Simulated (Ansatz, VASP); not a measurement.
**AlN: VASP beside Ansatz**

```xyz
4
Lattice="3.1504 0.0000 0.0000 -1.5752 2.7283 0.0000 0.0000 0.0000 4.5481" Properties=species:S:1:pos:R:3 pbc="T T T"
Al    0.0000    1.8189    0.0069
Al    1.5752    0.9094    2.2810
N     0.0000    1.8189    1.7441
N     1.5752    0.9094    4.0182
```

Alike in both runs: task relaxation of the atoms; functional LDA; k mesh 9 × 9 × 6; occupations gaussian, width 0.05 eV; no spin polarisation.

|  | VASP | Ansatz |
| --- | --- | --- |
| version | VASP 6.6.1 | Ansatz 0.2.0 |
| potentials or method | VASP PAW LDA potentials, release 64 (Al, N), cutoff 520 eV | scalar-relativistic, plane waves, PAW |
| valence electrons in the cell | 16 | 16 |

|  | VASP | Ansatz | Ansatz less VASP |
| --- | --- | --- | --- |
| gap on the k mesh at the Fermi level, each at its own relaxed structure (eV) | 4.06 | 4.06 | -0.003 |

Ansatz warns that its potentials were made for another functional, while VASP's fit it. LDA's correlation is that of Perdew and Zunger in VASP and of Perdew and Wang (1992) in Ansatz. Ansatz's warnings: stress scf threshold loose.
